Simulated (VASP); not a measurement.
# Cu (I4/mmm) in VASP: a series of runs

Cu is run at these levels: PBEsol; tasks: single point.

All numbers are computed with VASP 6.6.1; they aren't measurements. Logs are shortened: lines on timing, memory, paths and dates and some standing lists are left out, and cuts for length are marked.

## 1. The cell of the first run

It takes space group I4/mmm (No. 139, tetragonal). The conventional cell has a = 2.492 Å, b = 2.492 Å, c = 3.705 Å, α = 90.00°, β = 90.00°, γ = 90.00°. Within 3.3 Å of Cu (site symmetry 4/mmm) lie 12 Cu at 2.49 to 2.56 Å.

## 2. Single point, PBEsol (strain -0.025 along x and y, +0.025 along z)

Contents of INCAR:

```
SYSTEM = Cu
PREC     = Accurate       ! precision mode
ENCUT    = 520            ! plane-wave cutoff, eV
EDIFF    = 1E-6           ! SCF threshold, eV
ISMEAR   = 0              ! smearing method
SIGMA    = 0.15           ! smearing width, eV
LREAL    = .False.        ! projectors in reciprocal space
LASPH    = .True.         ! aspherical terms in the spheres
NELM     = 60             ! most SCF steps
ALGO     = Normal         ! electronic algorithm
ISIF     = 2              ! what is computed and relaxed
LWAVE    = .False.        ! write WAVECAR
LCHARG   = .False.        ! write CHGCAR
GGA      = PS             ! functional
NBANDS   = 12             ! bands
```

Contents of KPOINTS:

```
Automatic mesh
0
Gamma
  22 22 22
  0 0 0
```

Contents of POSCAR:

```
Cu
1.0
    0.0000000000      1.7623125000      1.8526875000
    1.7623125000      0.0000000000      1.8526875000
    1.7623125000      1.7623125000      0.0000000000
Cu
1
Direct
    0.0000000000      0.0000000000      0.0000000000
```

Potentials or basis: VASP PAW PBE potentials, release 64 (Cu).

Run with:

```
$ cat potpaw_PBE.64/Cu/POTCAR > POTCAR
$ mpirun -np 1 vasp_std > vasp.out
```

OUTCAR:

```text
SYSTEM = Cu
   PREC = Accurate
   ENCUT = 520
   EDIFF = 1E-6
   ISMEAR = 0
   LREAL = .False.
   LASPH = .True.
   NELM = 60
   ISIF = 2
   GGA = PS

 ion  position               nearest neighbor table
   1  0.000  0.000  0.000-

  LATTYP: Found a body centered tetragonal cell.
 ALAT       =     2.4922862386
 C/A-ratio  =     1.4867373348

  Lattice vectors:

 A1 = (  -1.7623125000,   0.0000000000,   1.8526875000)
 A2 = (   1.7623125000,   0.0000000000,   1.8526875000)
 A3 = (   0.0000000000,   1.7623125000,  -1.8526875000)

Analysis of symmetry for initial positions (statically):
=====================================================================
 Subroutine PRICEL returns:
 Original cell was already a primitive cell.

 Routine SETGRP: Setting up the symmetry group for a
 body centered tetragonal supercell.

 Subroutine GETGRP returns: Found 16 space group operations
 (whereof 16 operations were pure point group operations)
 out of a pool of 16 trial point group operations.

The static configuration has the point symmetry D_4h.

Analysis of symmetry for dynamics (positions and initial velocities):
=====================================================================
 Subroutine PRICEL returns:
 Original cell was already a primitive cell.

 Routine SETGRP: Setting up the symmetry group for a
 body centered tetragonal supercell.

 Subroutine GETGRP returns: Found 16 space group operations
 (whereof 16 operations were pure point group operations)
 out of a pool of 16 trial point group operations.

The dynamic configuration has the point symmetry D_4h.

 Subroutine INISYM returns: Found 16 space group operations
 (whereof 16 operations are pure point group operations),
 and found     1 'primitive' translations

----------------------------------------------------------------------------------------

                                     Primitive cell

  volume of cell :      11.5080

  direct lattice vectors                    reciprocal lattice vectors
     0.000000000  1.762312500  1.852687500    -0.283718126  0.283718126  0.269878217
     1.762312500  0.000000000  1.852687500     0.283718126 -0.283718126  0.269878217
     1.762312500  1.762312500  0.000000000     0.283718126  0.283718126 -0.269878217

  length of vectors
     2.556989699  2.556989699  2.492286239     0.483555790  0.483555790  0.483555790

  position of ions in fractional coordinates (direct lattice)
     0.000000000  0.000000000  0.000000000

  ion indices of the primitive-cell ions
   primitive index   ion index
                 1           1

----------------------------------------------------------------------------------------

 KPOINTS: Automatic mesh

Automatic generation of k-mesh.
 Grid dimensions read from file:
 generate k-points for:   22   22   22

 Generating k-lattice:

  Cartesian coordinates                     Fractional coordinates (reciprocal lattice)
    -0.012896278  0.012896278  0.012267192     0.045454545  0.000000000  0.000000000
     0.012896278 -0.012896278  0.012267192     0.000000000  0.045454545  0.000000000
     0.012896278  0.012896278 -0.012267192    -0.000000000 -0.000000000  0.045454545

  Length of vectors
     0.021979809  0.021979809  0.021979809

  Shift w.r.t. Gamma in fractional coordinates (k-lattice)
     0.000000000  0.000000000  0.000000000

 Subroutine IBZKPT returns following result:
 ===========================================

 Found    834 irreducible k-points:

 Following reciprocal coordinates:
            Coordinates               Weight
  0.000000  0.000000  0.000000      1.000000
  0.045455  0.000000  0.000000      8.000000
  0.090909  0.000000  0.000000      8.000000
  0.136364 -0.000000  0.000000      8.000000
  0.181818  0.000000  0.000000      8.000000
  0.227273  0.000000  0.000000      8.000000
[... 16 lines left out ...]
  0.500000  0.045455  0.000000      8.000000
 -0.454545  0.045455  0.000000      8.000000
 [... further k-points ...]
   k-points           NKPTS =    834   k-points in BZ     NKDIM =    834   number of bands    NBANDS=     12
   number of dos      NEDOS =    301   number of ions     NIONS =      1
   total plane-waves  NPLWV =   8000
   dimension x,y,z NGX =    20 NGY =   20 NGZ =   20
   dimension x,y,z NGXF=    40 NGYF=   40 NGZF=   40
   ions per type =               1
   NGX,Y,Z   is equivalent  to a cutoff of  13.00, 13.00, 13.34 a.u.
   NGXF,Y,Z  is equivalent  to a cutoff of  26.01, 26.01, 26.68 a.u.
 SYSTEM =  Cu
   PREC   = accura    normal or accurate (medium, high low for compatibility)
   ISTART =      0    job   : 0-new  1-cont  2-samecut
   ICHARG =      2    charge: 1-file 2-atom 10-const
   ISPIN  =      1    spin polarized calculation?
   LNONCOLLINEAR =      F non collinear calculations
   LSORBIT =      F    spin-orbit coupling
   LASPH  =      T    aspherical Exc in radial PAW
   ENCUT  =  520.0 eV  38.22 Ry    6.18 a.u.   4.75  4.75  4.63*2*pi/ulx,y,z
[... 18 lines left out ...]
   IALGO  =     38    algorithm
   IMIX   =      4    mixing-type and parameters
     AMIX     =   0.40;   BMIX     =  1.00
     AMIX_MAG =   1.60;   BMIX_MAG =  1.00
  volume/ion in A,a.u.               =      11.51        77.66
  Fermi-wavevector in a.u.,A,eV,Ry     =   1.612649  3.047464 35.383791  2.600635
  Thomas-Fermi vector in A             =   2.707845
   LORBIT       =      0    0 simple, 1 ext, 2 COOP (PROOUT), +10 PAW based schemes
   GGA     = PS    functional components
   LHFCALC =     F    Hartree Fock is set to
   AEXX    =    0.0000 exact exchange contribution
   IVDW    =     0    specifies the selected vdW correction
   LEPSILON=     F    determine dielectric tensor
   LRPA    =     F    only Hartree local field effects (RPA)
 non-spin polarized calculation
 Gauss-broadening in eV      SIGMA  =   0.15
  energy-cutoff  :      520.00
  volume of cell :       11.51
 maximum number of plane-waves:       334
   NGX =  9   NGY =  9   NGZ =  9

 number of electron      11.0000015 magnetization

 Free energy of the ion-electron system (eV)
  ---------------------------------------------------
  ext. energy  EPLUGINS =         0.00000000
  ---------------------------------------------------
  free energy    TOTEN  =        -4.30616702 eV

  energy without entropy =       -4.30348209  energy(sigma->0) =       -4.30482456

 E-fermi :   7.7218     XC(G=0): -13.0597

 val. band max:        7.7144663060   @ k =   0.5000   0.3182   0.0909
 cond. band min:       7.7516354865   @ k =  -0.1818   0.3182   0.1364
 fundamental gap:      0.0371691805
 Fermi energy:         7.7218378470

 k-point     1 :       0.0000    0.0000    0.0000
  band No.  band energies     occupation
      1      -1.8632      2.00000
      2       4.4466      2.00000
      3       4.7101      2.00000
      4       4.7101      2.00000
      5       5.3453      2.00000
      6       5.6076      2.00000
      7      30.5639      0.00000
      8      33.2117      0.00000
      9      33.4278      0.00000
     10      33.4278      0.00000
     11      35.8198      0.00000
     12      35.8198      0.00000

 k-point     2 :       0.0455    0.0000    0.0000
  band No.  band energies     occupation
      1      -1.7863      2.00000
      2       4.4530      2.00000
      3       4.7019      2.00000
      4       4.7249      2.00000
      5       5.3415      2.00000
      6       5.5994      2.00000
      7      30.1851      0.00000
      8      32.2106      0.00000
      9      33.0128      0.00000
     10      33.1826      0.00000
     11      36.1819      0.00000
     12      36.2730      0.00000

 k-point     3 :       0.0909    0.0000    0.0000
  band No.  band energies     occupation
      1      -1.5572      2.00000
      2       4.4602      2.00000
      3       4.6871      2.00000
      4       4.7660      2.00000
      5       5.3348      2.00000
      6       5.5778      2.00000
      7      28.5309      0.00000
      8      31.4206      0.00000
      9      32.4450      0.00000
     10      32.6908      0.00000
     11      37.0123      0.00000
     12      37.0137      0.00000
[... 286 lines left out ...]
 k-point    23 :       0.5000    0.0455    0.0000
  band No.  band energies     occupation
      1       2.5211      2.00000
      2       4.4356      2.00000
      3       4.7373      2.00000
      4       5.7726      2.00000
      5       6.0292      2.00000
      6       6.9621      2.00000
      7      11.7094      0.00000
      8      27.2695      0.00000
      9      30.0691      0.00000
     10      30.3173      0.00000
     11      33.2872      0.00000
     12      34.6081      0.00000

 k-point    24 :      -0.4545    0.0455    0.0000
  band No.  band energies     occupation
      1       2.5122      2.00000
      2       4.4452      2.00000
      3       4.7360      2.00000
      4       5.7458      2.00000
      5       6.0005      2.00000
      6       6.9054      2.00000
      7      11.8516      0.00000
      8      27.0300      0.00000
      9      30.1665      0.00000
     10      30.7966      0.00000
     11      33.5126      0.00000
     12      34.2198      0.00000

 [... further k-points ...]

------------------------ aborting loop because EDIFF is reached ----------------------------------------

  FORCE on cell =-STRESS in cart. coord.  units (eV):
  Direction    XX          YY          ZZ          XY          YZ          ZX
  --------------------------------------------------------------------------------------
  -------------------------------------------------------------------------------------
  Total       -0.0514098     -0.0514098     -0.3136021      0.0000000     -0.0000000      0.0000000
  in kB       -7.1574570     -7.1574570    -43.6607909      0.0000000     -0.0000000      0.0000000
  external PRESSURE =     -19.3252350 kB  Pullay stress =       0.0000000 kB

 VOLUME and BASIS-vectors are now :
 -----------------------------------------------------------------------------
  energy-cutoff  :      520.00
  volume of cell :       11.51
      direct lattice vectors                 reciprocal lattice vectors
     0.000000000  1.762312500  1.852687500    -0.283718126  0.283718126  0.269878217
     1.762312500  0.000000000  1.852687500     0.283718126 -0.283718126  0.269878217
     1.762312500  1.762312500  0.000000000     0.283718126  0.283718126 -0.269878217

 POSITION                                       TOTAL-FORCE (eV/Angst)
 -----------------------------------------------------------------------------------
      0.00000      0.00000      0.00000         0.000000     -0.000000      0.000000
 -----------------------------------------------------------------------------------
    total drift:                                0.000000      0.000000      0.000000

  FREE ENERGIE OF THE ION-ELECTRON SYSTEM (eV)
  ---------------------------------------------------
  free  energy   TOTEN  =        -4.3061670229 eV

  energy  without entropy=       -4.3034820892  energy(sigma->0) =       -4.30482456
```

It took 66 s on 1 thread of Intel Xeon Platinum 8488C (Sapphire Rapids), shared host; peak memory 0.22 GiB.

Results:

| Property | Result |
| --- | --- |
| Free energy | -4.3062 eV |
| Pressure | -1.9 GPa |

Stress tensor (GPa, compression positive):
```
-0.72  0.00  0.00
 0.00 -0.72  0.00
 0.00  0.00 -4.37
```

Caveat: the cell differs from its parent crystal (strain -0.025 along x and y, +0.025 along z); the PAW data sets were made with another functional, which shifts forces and pressure a little.

## 3. Single point, PBEsol (strain -0.025 along x and y, +0.050 along z)

Contents of INCAR:

```
SYSTEM = Cu
PREC = Accurate
ENCUT = 520
EDIFF = 1E-6
ISMEAR = 0
SIGMA = 0.15
LREAL = .False.
LASPH = .True.
NELM = 80
ALGO = Normal
ISIF = 2
LWAVE = .False.
LCHARG = .True.
GGA = PS
LELF = .True.
LVHAR = .True.
NBANDS = 12
```

KPOINTS is that of step 2.

Contents of POSCAR:

```
Cu
1.0
    0.0000000000      1.7623125000      1.8978750000
    1.7623125000      0.0000000000      1.8978750000
    1.7623125000      1.7623125000      0.0000000000
Cu
1
Direct
    0.0000000000      0.0000000000      0.0000000000
```

Potentials or basis: VASP PAW PBE potentials, release 64 (Cu).

Run with:

```
$ cat potpaw_PBE.64/Cu/POTCAR > POTCAR
$ mpirun -np 1 vasp_std > vasp.out
```

It took 64 s on 1 thread of Intel Xeon Platinum 8488C (Sapphire Rapids), shared host; peak memory 0.22 GiB.

Results (log left out):

- Free energy: -4.2945 eV
- Pressure: -5.3 GPa

Stress tensor (GPa, compression positive):
```
-3.46  0.00  0.00
 0.00 -3.46  0.00
 0.00  0.00 -9.02
```

Levels at points of the mesh, in eV from the Fermi level:
| k point | band 3 | band 4 | band 5 | band 6 | band 7 | band 8 | band 9 | band 10 |
| --- | --- | --- | --- | --- | --- | --- | --- | --- |
| (0.00, 0.00, 0.00) | -2.90 | -2.90 | -2.41 | -2.03 | 22.70 | 25.10 | 25.36 | 25.36 |
| (0.50, 0.00, 0.00) | -2.89 | -1.70 | -1.57 | -1.03 | 3.77 | 19.54 | 22.51 | 23.32 |
| (0.50, 0.50, 0.00) | -1.63 | -1.51 | -1.51 | 0.47 | 5.85 | 14.24 | 14.24 | 18.57 |
| (0.50, 0.00, 0.50) | -1.67 | -1.62 | -1.36 | 2.00 | 7.77 | 12.44 | 12.61 | 17.14 |

Caveat: the cell differs from its parent crystal (strain -0.025 along x and y, +0.050 along z); the PAW data sets were made with another functional, which shifts forces and pressure a little.

## 4. Single point, PBEsol (strain +0.000 along x and y, +0.025 along z)

Contents of INCAR:

```
SYSTEM = Cu
ALGO = Normal ; EDIFF = 1E-6
ENCUT = 520 ; GGA = PS
ISIF = 2 ; ISMEAR = 0
LASPH = .True. ; LCHARG = .True.
LELF = .True. ; LREAL = .False.
LVHAR = .True. ; LWAVE = .False.
NBANDS = 12 ; NELM = 80
PREC = Accurate ; SIGMA = 0.15
```

Contents of KPOINTS:

```
k-points
0
Gamma
  22 22 22
  0 0 0
```

Contents of POSCAR:

```
Cu
1.0
    0.0000000000      1.8075000000      1.8526875000
    1.8075000000      0.0000000000      1.8526875000
    1.8075000000      1.8075000000      0.0000000000
Cu
1
Direct
    0.0000000000      0.0000000000      0.0000000000
```

Run with:

```
$ cat potpaw_PBE.64/Cu/POTCAR > POTCAR
$ mpirun -np 1 vasp_std > vasp.out
```

It took 67 s on 1 thread of Intel Xeon Platinum 8488C (Sapphire Rapids), shared host; peak memory 0.22 GiB.

The run converged. Its results:

| Item | Value |
| --- | --- |
| Free energy | -4.2887 eV |
| Pressure | -8.9 GPa |

Stress tensor (GPa, compression positive):
```
-8.41  0.00  0.00
 0.00 -8.41  0.00
 0.00  0.00 -9.86
```

Levels at points of the mesh, in eV from the Fermi level:
| k point | band 4 | band 5 | band 6 | band 7 | band 8 | band 9 |
| --- | --- | --- | --- | --- | --- | --- |
| (0.00, 0.00, 0.00) | -2.89 | -2.20 | -2.08 | 22.41 | 24.78 | 24.85 |
| (0.50, 0.00, 0.00) | -1.61 | -1.57 | -0.95 | 3.63 | 20.56 | 21.61 |
| (0.50, 0.50, 0.00) | -1.46 | -1.46 | 1.16 | 6.52 | 13.25 | 13.25 |
| (0.50, 0.00, 0.50) | -1.49 | -1.41 | 1.66 | 7.16 | 12.65 | 12.70 |

Caveat: the cell differs from its parent crystal (strain +0.000 along x and y, +0.025 along z); the PAW data sets were made with another functional, which shifts forces and pressure a little.

## 5. Single point, PBEsol (strain +0.000 along x and y, +0.050 along z)

Contents of INCAR:

```
ALGO = Normal
EDIFF = 1E-7
ENCUT = 520
GGA = PS
ISIF = 2
ISMEAR = 0
LASPH = True
LCHARG = False
LREAL = False
LWAVE = False
NBANDS = 12
NELM = 80
PREC = Accurate
SIGMA = 0.15
```

Contents of KPOINTS:

```
k-points
0
Gamma
  22 22 22
```

Contents of POSCAR:

```
Cu
1.0
    0.0000000000      1.8075000000      1.8978750000
    1.8075000000      0.0000000000      1.8978750000
    1.8075000000      1.8075000000      0.0000000000
Cu
1
Direct
    0.0000000000      0.0000000000      0.0000000000
```

Run with:

```
$ cat potpaw_PBE.64/Cu/POTCAR > POTCAR
$ mpirun -np 1 vasp_std > vasp.out
```

It took 64 s on 1 thread of Intel Xeon Platinum 8488C (Sapphire Rapids), shared host; peak memory 0.22 GiB.

It converged, with:

* Free energy: -4.2673 eV
* Pressure: -11.5 GPa

Stress tensor (GPa, compression positive):
```
-10.55   0.00   0.00
  0.00 -10.55   0.00
  0.00   0.00 -13.43
```

Levels at points of the mesh, in eV from the Fermi level:
| k point | band 3 | band 4 | band 5 | band 6 | band 7 | band 8 | band 9 | band 10 |
| --- | --- | --- | --- | --- | --- | --- | --- | --- |
| (0.00, 0.00, 0.00) | -2.79 | -2.79 | -2.22 | -1.99 | 22.25 | 24.40 | 24.50 | 24.50 |
| (0.50, 0.00, 0.00) | -2.78 | -1.61 | -1.53 | -0.88 | 3.52 | 19.68 | 21.60 | 22.09 |
| (0.50, 0.50, 0.00) | -1.57 | -1.45 | -1.45 | 0.87 | 5.96 | 13.43 | 13.43 | 17.71 |
| (0.50, 0.00, 0.50) | -1.60 | -1.51 | -1.36 | 1.85 | 7.20 | 12.26 | 12.40 | 16.79 |

Caveat: the cell differs from its parent crystal (strain +0.000 along x and y, +0.050 along z); the PAW data sets were made with another functional, which shifts forces and pressure a little.

## 6. Single point, PBEsol (strain +0.025 along x and y, +0.000 along z)

Contents of INCAR:

```
PREC = Accurate ; ENCUT = 520
EDIFF = 1E-6 ; ISMEAR = 0
SIGMA = 0.15 ; LREAL = False
LASPH = True ; NELM = 100
ALGO = Normal ; ISIF = 2
LWAVE = False ; LCHARG = False
GGA = PS ; NBANDS = 12
```

Contents of KPOINTS:

```
Automatic mesh
0
Gamma
  22 22 22
```

Contents of POSCAR:

```
Cu
1.0
    0.0000000000      1.8526875000      1.8075000000
    1.8526875000      0.0000000000      1.8075000000
    1.8526875000      1.8526875000      0.0000000000
Cu
1
Direct
    0.0000000000      0.0000000000      0.0000000000
```

Potentials or basis: VASP PAW PBE potentials, release 64 (Cu).

Run with:

```
$ cat potpaw_PBE.64/Cu/POTCAR > POTCAR
$ mpirun -np 1 vasp_std > vasp.out
```

It took 62 s on 1 thread of Intel Xeon Platinum 8488C (Sapphire Rapids), shared host; peak memory 0.23 GiB.

The run converged. Its results:

```yaml
Free_energy: -4.2695 eV
Pressure: -11.6 GPa
```

Stress tensor (GPa, compression positive):
```
-12.01   0.00   0.00
  0.00 -12.01   0.00
  0.00   0.00 -10.85
```

Levels at points of the mesh, in eV from the Fermi level:
| k point | band 2 | band 3 | band 4 | band 5 | band 6 | band 7 | band 8 | band 9 | band 10 | band 11 |
| --- | --- | --- | --- | --- | --- | --- | --- | --- | --- | --- |
| (0.00, 0.00, 0.00) | -2.90 | -2.90 | -2.79 | -2.15 | -2.04 | 22.22 | 24.43 | 24.43 | 24.49 | 26.86 |
| (0.50, 0.00, 0.00) | -2.94 | -2.83 | -1.59 | -1.54 | -0.88 | 3.52 | 20.52 | 20.89 | 21.89 | 24.04 |
| (0.50, 0.50, 0.00) | -4.16 | -1.58 | -1.43 | -1.43 | 1.86 | 7.20 | 12.30 | 12.30 | 16.76 | 19.10 |
| (0.50, 0.00, 0.50) | -4.15 | -1.58 | -1.47 | -1.40 | 1.35 | 6.56 | 12.84 | 12.90 | 17.24 | 19.65 |

Caveat: the cell differs from its parent crystal (strain +0.025 along x and y, +0.000 along z); the PAW data sets were made with another functional, which shifts forces and pressure a little.

## 7. The runs side by side

| cell | gap on the mesh (eV) | pressure (GPa) |
| --- | --- | --- |
| a = 2.557, b = 2.557, c = 2.492 Å, angles 60.8, 60.8, 58.3°, 1 atom | none | -1.9 |
| a = 2.590, b = 2.590, c = 2.492 Å, angles 61.2, 61.2, 57.5°, 1 atom | none | -5.3 |
| a = 2.588, b = 2.588, c = 2.556 Å, angles 60.4, 60.4, 59.2°, 1 atom | none | -8.9 |
| a = 2.621, b = 2.621, c = 2.556 Å, angles 60.8, 60.8, 58.4°, 1 atom | none | -11.5 |
| a = 2.588, b = 2.588, c = 2.620 Å, angles 59.6, 59.6, 60.8°, 1 atom | none | -11.6 |

Alike in all rows: task single point; level PBEsol; potentials or basis VASP PAW PBE potentials, release 64 (Cu); no spin polarisation; k mesh 22 × 22 × 22; cutoff (eV) 520; smearing gaussian 0.15 eV.

Caveats: the PAW data sets were made with another functional, which shifts forces and pressure a little.

Total energies depend on the potentials used, so only differences within one code and one set of settings carry meaning.
